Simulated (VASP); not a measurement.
# CdF2 (Fm-3m) in VASP: electric field gradients with r2SCAN

Aim: the electric field gradients of CdF2 with r2SCAN.

Program: VASP 6.6.1. These are calculated values, not measurements. Logs are shortened: lines on timing, memory, paths and dates and some standing lists are left out, and cuts for length are marked.

## 1. The cell of the first run

Symmetry: Fm-3m, No. 225, cubic system. Conventional cell: a = 5.388 Å, b = 5.388 Å, c = 5.388 Å, α = 90.00°, β = 90.00°, γ = 90.00°. Cd (site symmetry m-3m) has 8 F at 2.33 Å within 3.1 Å. F (site symmetry -43m) has 4 Cd at 2.33 Å and 6 F at 2.69 Å within 3.1 Å.

## 2. Electric field gradients, r2SCAN

Input file POSCAR:

```
CdF2
1.0
    0.0000000000      2.6940000000      2.6940000000
    2.6940000000      0.0000000000      2.6940000000
    2.6940000000      2.6940000000      0.0000000000
Cd F
1 2
Direct
    0.0000000000      0.0000000000      0.0000000000
    0.2500000000      0.2500000000      0.2500000000
    0.7500000000      0.7500000000      0.7500000000
```

Input file INCAR.step1:

```
PREC = Accurate
ENCUT = 520
ISMEAR = -1
SIGMA = 0.02
LREAL = False
LASPH = True
NELM = 100
NBANDS = 20
GGA = PE
ALGO = Normal
EDIFF = 1E-4
LWAVE = True
LCHARG = False
```

Input file INCAR.step2:

```
PREC = Accurate
ENCUT = 520
EDIFF = 1E-8
ISMEAR = -1
SIGMA = 0.02
LREAL = False
LASPH = True
NELM = 100
ALGO = Normal
ISIF = 2
LWAVE = False
LCHARG = False
METAGGA = R2SCAN
LMIXTAU = True
LEFG = True
NBANDS = 20
ISTART = 1
```

Input file KPOINTS:

```
Automatic mesh
0
Gamma
  8 8 8
```

Potentials or basis: VASP PAW PBE potentials, release 64 (Cd, F).

The run is started by

```
$ cat potpaw_PBE.64/Cd/POTCAR potpaw_PBE.64/F/POTCAR > POTCAR
$ cp INCAR.step1 INCAR
$ mpirun -np 1 vasp_std > vasp.out
$ cp INCAR.step2 INCAR
$ mpirun -np 1 vasp_std > vasp.out
```

OUTCAR:

```text
PREC = Accurate
   ENCUT = 520
   EDIFF = 1E-8
   ISMEAR = -1
   LREAL = False
   LASPH = True
   NELM = 100
   ISIF = 2
   METAGGA = R2SCAN
   ISTART = 1

 ion  position               nearest neighbor table
   1  0.000  0.000  0.000-   3 2.33   3 2.33   3 2.33   2 2.33   3 2.33   2 2.33   2 2.33   2 2.33

   2  0.250  0.250  0.250-   1 2.33   1 2.33   1 2.33   1 2.33
   3  0.750  0.750  0.750-   1 2.33   1 2.33   1 2.33   1 2.33

  LATTYP: Found a face centered cubic cell.
 ALAT       =     5.3880000000

  Lattice vectors:

 A1 = (   0.0000000000,   2.6940000000,   2.6940000000)
 A2 = (   2.6940000000,   0.0000000000,   2.6940000000)
 A3 = (   2.6940000000,   2.6940000000,   0.0000000000)

Analysis of symmetry for initial positions (statically):
=====================================================================
 Subroutine PRICEL returns:
 Original cell was already a primitive cell.

 Routine SETGRP: Setting up the symmetry group for a
 face centered cubic supercell.

 Subroutine GETGRP returns: Found 48 space group operations
 (whereof 48 operations were pure point group operations)
 out of a pool of 48 trial point group operations.

The static configuration has the point symmetry O_h .

Analysis of symmetry for dynamics (positions and initial velocities):
=====================================================================
 Subroutine PRICEL returns:
 Original cell was already a primitive cell.

 Routine SETGRP: Setting up the symmetry group for a
 face centered cubic supercell.

 Subroutine GETGRP returns: Found 48 space group operations
 (whereof 48 operations were pure point group operations)
 out of a pool of 48 trial point group operations.

The dynamic configuration has the point symmetry O_h .

 Subroutine INISYM returns: Found 48 space group operations
 (whereof 48 operations are pure point group operations),
 and found     1 'primitive' translations

----------------------------------------------------------------------------------------

                                     Primitive cell

  volume of cell :      39.1041

  direct lattice vectors                    reciprocal lattice vectors
     0.000000000  2.694000000  2.694000000    -0.185597624  0.185597624  0.185597624
     2.694000000  0.000000000  2.694000000     0.185597624 -0.185597624  0.185597624
     2.694000000  2.694000000  0.000000000     0.185597624  0.185597624 -0.185597624

  length of vectors
     3.809891337  3.809891337  3.809891337     0.321464515  0.321464515  0.321464515

  position of ions in fractional coordinates (direct lattice)
     0.000000000  0.000000000  0.000000000
     0.250000000  0.250000000  0.250000000
     0.750000000  0.750000000  0.750000000

  ion indices of the primitive-cell ions
   primitive index   ion index
                 1           1
                 2           2
                 3           3

----------------------------------------------------------------------------------------

 KPOINTS: Automatic mesh

Automatic generation of k-mesh.
 Grid dimensions read from file:
 generate k-points for:    8    8    8

 Generating k-lattice:

  Cartesian coordinates                     Fractional coordinates (reciprocal lattice)
    -0.023199703  0.023199703  0.023199703     0.125000000  0.000000000  0.000000000
     0.023199703 -0.023199703  0.023199703     0.000000000  0.125000000  0.000000000
     0.023199703  0.023199703 -0.023199703     0.000000000  0.000000000  0.125000000

  Length of vectors
     0.040183064  0.040183064  0.040183064

  Shift w.r.t. Gamma in fractional coordinates (k-lattice)
     0.000000000  0.000000000  0.000000000

 Subroutine IBZKPT returns following result:
 ===========================================

 Found     29 irreducible k-points:

 Following reciprocal coordinates:
            Coordinates               Weight
  0.000000  0.000000  0.000000      1.000000
  0.125000  0.000000  0.000000      8.000000
  0.250000  0.000000  0.000000      8.000000
  0.375000  0.000000  0.000000      8.000000
  0.500000  0.000000  0.000000      4.000000
  0.125000  0.125000  0.000000      6.000000
[... 16 lines left out ...]
  0.500000  0.250000  0.125000     48.000000
 -0.375000  0.250000  0.125000     24.000000
 [... further k-points ...]
   k-points           NKPTS =     29   k-points in BZ     NKDIM =     29   number of bands    NBANDS=     20
   number of dos      NEDOS =    301   number of ions     NIONS =      3
   total plane-waves  NPLWV =  21952
   dimension x,y,z NGX =    28 NGY =   28 NGZ =   28
   dimension x,y,z NGXF=    56 NGYF=   56 NGZF=   56
   ions per type =               1   2
   NGX,Y,Z   is equivalent  to a cutoff of  12.22, 12.22, 12.22 a.u.
   NGXF,Y,Z  is equivalent  to a cutoff of  24.44, 24.44, 24.44 a.u.
 SYSTEM =  unknown system
   PREC   = accura    normal or accurate (medium, high low for compatibility)
   ISTART =      1    job   : 0-new  1-cont  2-samecut
   ICHARG =      0    charge: 1-file 2-atom 10-const
   ISPIN  =      1    spin polarized calculation?
   LNONCOLLINEAR =      F non collinear calculations
   LSORBIT =      F    spin-orbit coupling
   LASPH  =      T    aspherical Exc in radial PAW
   ENCUT  =  520.0 eV  38.22 Ry    6.18 a.u.   7.08  7.08  7.08*2*pi/ulx,y,z
   NELM   =    100;   NELMIN=  2; NELMDL=  0     # of ELM steps
   EDIFF  = 0.1E-07   stopping-criterion for ELM
   LREAL  =      F    real-space projection
   EDIFFG = 0.1E-06   stopping-criterion for IOM
   NSW    =      0    number of steps for IOM
   IBRION =     -1    ionic relax: 0-MD 1-quasi-New 2-CG
   NFREE  =      0    steps in history (QN), initial steepest desc. (CG)
   ISIF   =      2    stress and relaxation
   ISYM   =      2    0-nonsym 1-usesym 2-fastsym
   POTIM  = 0.5000    time-step for ionic-motion
   TEBEG  =    0.0;   TEEND  =   0.0 temperature during run
   PSTRESS=    0.0 pullay stress
   NELECT =      26.0000    total number of electrons
   NUPDOWN=      -1.0000    fix difference up-down
   EMIN   =  10.00;   EMAX   =-10.00  energy-range for DOS
   EFERMI =   0.00;   METHOD = LEGACY
   ISMEAR =    -1;   SIGMA  =   0.02  broadening in eV -4-tet -1-fermi 0-gaus
   EFERMI_NEDOS =   21; number of points for ismear=-14 and -15
   IALGO  =     38    algorithm
   IMIX   =      4    mixing-type and parameters
     AMIX     =   0.40;   BMIX     =  1.00
     AMIX_MAG =   1.60;   BMIX_MAG =  1.00
  volume/ion in A,a.u.               =      13.03        87.96
  Fermi-wavevector in a.u.,A,eV,Ry     =   1.428867  2.700166 27.778468  2.041660
  Thomas-Fermi vector in A             =   2.548882
   LORBIT       =      0    0 simple, 1 ext, 2 COOP (PROOUT), +10 PAW based schemes
   METAGGA = R2SCAN    functional components
   LHFCALC =     F    Hartree Fock is set to
   AEXX    =    0.0000 exact exchange contribution
   IVDW    =     0    specifies the selected vdW correction
   LEPSILON=     F    determine dielectric tensor
   LRPA    =     F    only Hartree local field effects (RPA)
 non-spin polarized calculation
  energy-cutoff  :      520.00
  volume of cell :       39.10
 maximum number of plane-waves:      1067
   NGX = 15   NGY = 15   NGZ = 15

 number of electron      25.9999990 magnetization

 Free energy of the ion-electron system (eV)
  ---------------------------------------------------
  ext. energy  EPLUGINS =         0.00000000
  ---------------------------------------------------
  free energy    TOTEN  =       -33.71929405 eV

  energy without entropy =      -33.71929405  energy(sigma->0) =      -33.71929405

 E-fermi :  -1.4513     XC(G=0): -11.0481

 val. band max:       -1.8679112599   @ k =  -0.2500   0.5000   0.2500
 cond. band min:       1.8824300929   @ k =   0.0000   0.0000   0.0000
 fundamental gap:      3.7503413528
 Fermi energy:        -1.4513192078

 k-point     1 :       0.0000    0.0000    0.0000
  band No.  band energies     occupation
      1     -23.8073      2.00000
      2     -22.7410      2.00000
      3      -7.4972      2.00000
      4      -7.4972      2.00000
      5      -7.4972      2.00000
      6      -6.2588      2.00000
[... 12 lines left out ...]
     19      18.9934      0.00000
[... 513 lines left out ...]
      4      -6.9210      2.00000
      5      -6.3195      2.00000
      6      -6.2971      2.00000
[... 12 lines left out ...]
     19      17.6347      0.00000
     20      21.5491      0.00000

 [... further k-points ...]

------------------------ aborting loop because EDIFF is reached ----------------------------------------

  FORCE on cell =-STRESS in cart. coord.  units (eV):
  Direction    XX          YY          ZZ          XY          YZ          ZX
  --------------------------------------------------------------------------------------
  -------------------------------------------------------------------------------------
  Total        0.2477296      0.2477296      0.2477296      0.0000000      0.0000000      0.0000000
  in kB       10.1499927     10.1499927     10.1499927      0.0000000      0.0000000      0.0000000
  external PRESSURE =      10.1499927 kB  Pullay stress =       0.0000000 kB

 VOLUME and BASIS-vectors are now :
 -----------------------------------------------------------------------------
  energy-cutoff  :      520.00
  volume of cell :       39.10
      direct lattice vectors                 reciprocal lattice vectors
     0.000000000  2.694000000  2.694000000    -0.185597624  0.185597624  0.185597624
     2.694000000  0.000000000  2.694000000     0.185597624 -0.185597624  0.185597624
     2.694000000  2.694000000  0.000000000     0.185597624  0.185597624 -0.185597624

 POSITION                                       TOTAL-FORCE (eV/Angst)
 -----------------------------------------------------------------------------------
      0.00000      0.00000      0.00000         0.000000     -0.000000      0.000000
      1.34700      1.34700      1.34700        -0.000000     -0.000000     -0.000000
      4.04100      4.04100      4.04100         0.000000      0.000000      0.000000
 -----------------------------------------------------------------------------------
    total drift:                                0.000000      0.000000      0.000000

  FREE ENERGIE OF THE ION-ELECTRON SYSTEM (eV)
  ---------------------------------------------------
  free  energy   TOTEN  =       -33.7192940506 eV

  energy  without entropy=      -33.7192940506  energy(sigma->0) =      -33.71929405

 Electric field gradients (V/A^2)
---------------------------------------------------------------------
 ion       V_xx      V_yy      V_zz      V_xy      V_xz      V_yz
---------------------------------------------------------------------
   1       0.000    -0.000    -0.000    -0.002    -0.002    -0.002
   2      -0.000     0.000     0.000     0.008     0.008     0.008
   3      -0.000    -0.000     0.000     0.008     0.008     0.008
---------------------------------------------------------------------

 Electric field gradients after diagonalization (V/A^2)
 (convention: |V_zz| > |V_xx| > |V_yy|)
----------------------------------------------------------------------
 ion       V_xx      V_yy      V_zz     asymmetry (V_yy - V_xx)/ V_zz
----------------------------------------------------------------------
   1       0.002     0.002    -0.004       0.000
   2      -0.008    -0.008     0.017       0.000
   3      -0.008    -0.008     0.017       0.000
----------------------------------------------------------------------

           NMR quadrupolar parameters

 Cq : quadrupolar parameter    Cq=e*Q*V_zz/h
 eta: asymmetry parameters     (V_yy - V_xx)/ V_zz
 Q  : nuclear electric quadrupole moment in mb (millibarn)
----------------------------------------------------------------------
 ion       Cq(MHz)       eta       Q (mb)
----------------------------------------------------------------------
   1      -0.000       0.000       1.000
   2       0.000       0.000       1.000
   3       0.000       0.000       1.000
----------------------------------------------------------------------
```

Run time: 79 s. Hardware: 1 thread of Intel Xeon Platinum 8488C (Sapphire Rapids), shared host; peak memory 0.17 GiB.

Results:

```
Free energy            : -33.7193 eV
Pressure               : 1.0 GPa
Band gap on the k mesh : 3.75 eV, indirect (least direct gap 4.25 eV)
```

Levels at points of the mesh, in eV from the valence-band top:
```csv
k point,band 11,band 12,band 13,band 14,band 15,band 16
"(0.00, 0.00, 0.00)",-0.50,-0.50,-0.50,3.75,13.61,13.61
"(0.50, 0.00, 0.00)",-1.85,-0.40,-0.40,7.99,9.70,15.60
"(0.50, 0.50, 0.00)",-0.51,-0.09,-0.09,8.88,10.55,12.18
```

Caveat: without QUAD_EFG the Cq values of the log hold for a quadrupole moment of 1 mb, not for the nuclei; the PAW data sets were made with another functional, which shifts forces and pressure a little. r2SCAN opens gaps a little over a GGA but as a rule still falls short of measured ones.
